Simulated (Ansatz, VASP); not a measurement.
**Two plane-wave programs on Ru3C2**

The input INCAR:

```
ALGO = Normal
EDIFF = 1E-7
ENCUT = 520
GGA = PE
ISIF = 2
ISMEAR = 0
LASPH = T
LCHARG = F
LREAL = F
LWAVE = F
NBANDS = 33
NELM = 100
PREC = Accurate
SIGMA = 0.1
```

KPOINTS

```
k-points
0
Gamma
  6 6 4
```

The input POSCAR:

```
Ru3C2
1.0
    3.8756496400      0.0000000000      0.0000000000
   -1.9378248200      3.3564110400      0.0000000000
    0.0000000000      0.0000000000      4.7591573100
Ru C
3 2
Direct
    0.0000000000      0.0000000000      0.7454000100
    0.0000000000      0.0000000000      0.2545999900
    0.6666666700      0.3333333300      0.0000000000
    0.6666666700      0.3333333300      0.5000000000
    0.3333333300      0.6666666700      0.0000000000
```

Input for Ansatz:

```yaml
crystal:
  lattice:
    - [3.87564964, 0.0, 0.0]
    - [-1.93782482, 3.35641104, 0.0]
    - [0.0, 0.0, 4.75915731]
  atoms:
    - { symbol: Ru, position: [0.0, 0.0, 0.74540001] }
    - { symbol: Ru, position: [0.0, 0.0, 0.25459999] }
    - { symbol: Ru, position: [0.66666667, 0.33333333, 0.0] }
    - { symbol: C, position: [0.66666667, 0.33333333, 0.5] }
    - { symbol: C, position: [0.33333333, 0.66666667, 0.0] }
basis:
  ecutwfc: 420
kpoints:
  mp_grid: { grid: [6, 6, 4] }
hamiltonian:
  xc: pbe
scf:
  occupations: { method: gaussian, width: 0.1 }
  lower_state_search: "off"
output:
  forces: true
  stress: true
  eigenvalues: true
```

Change from the starting cell: species swapped into the Fe3Ge2 type (P-6m2, No. 187).

Alike in both runs: task single point; functional PBE; k mesh 6 × 6 × 4; occupations gaussian, width 0.1 eV; no spin polarisation.

|  | VASP | Ansatz |
| --- | --- | --- |
| version | VASP 6.6.1 | Ansatz 0.2.0 |
| potentials or method | VASP PAW PBE potentials, release 64 (Ru_pv, C), cutoff 520 eV | scalar-relativistic, plane waves, PAW |
| valence electrons in the cell | 50 | 56 |

|  | VASP | Ansatz | Ansatz less VASP |
| --- | --- | --- | --- |
| gap on the k mesh at the Fermi level (eV) | none | none | - |
| pressure (GPa) | -4.7 | -4.9 | -0.18 |
| traceless stress, the component that is largest in VASP (GPa) | 18.15 | 18.01 | -0.138 |
| rms of the force components (eV/Å) | 0.597 | 0.592 | -0.0049 |

Atom by atom the forces differ by 0.005 eV/Å (rms over components). A gap of «none» marks a metal or a gap that the smearing closes. The functional is the same, so the differences come from potentials, cutoffs and numerics. VASP's potentials hold 50 valence electrons a cell and Ansatz's 56, so a difference there can come from the potentials and not from the codes.
